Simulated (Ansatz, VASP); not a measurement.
## KCl in VASP and in Ansatz

```xyz
4
Lattice="0.0000 -3.1898 -3.1898 -3.1898 0.0000 -3.1898 3.1898 3.1898 -6.3796" Properties=species:S:1:pos:R:3 pbc="T T T"
K     0.0000   -0.0750    0.0000
K     0.0000   -0.0750   -6.3796
Cl    0.0000    0.0827   -9.5694
Cl    0.0000    0.0827   -3.1898
```

Change from the starting cell: mode 4 frozen in at +0.000 Å and mode 9 at -0.083 Å (largest displacements).

Alike in both runs: task single point; functional PBE; k mesh 6 × 6 × 6; occupations gaussian, width 0.05 eV; no spin polarisation.

```csv
,VASP,Ansatz
version,VASP 6.6.1,Ansatz 0.2.0
potentials or method,"VASP PAW PBE potentials, release 64 (K_sv, Cl), cutoff 520 eV","scalar-relativistic, plane waves, PAW"
valence electrons in the cell,32,32
```

Ansatz gave:

| Property | Result |
| --- | --- |
| gap on the k mesh at the Fermi level (eV) | 5.06 |
| least direct gap on the mesh (eV) | 5.06 |
| pressure (GPa) | 0.2 |
| traceless stress, the component that is largest in VASP (GPa) | 0.36 |
| rms of the force components (eV/Å) | 0.107 |

Q: Estimate VASP's values.

A: gap on the k mesh at the Fermi level (eV): 5.06; least direct gap on the mesh (eV): 5.06; pressure (GPa): 0.2; traceless stress, the component that is largest in VASP (GPa): 0.37; rms of the force components (eV/Å): 0.109.

Atom by atom the forces differ by 0.002 eV/Å (rms over components).
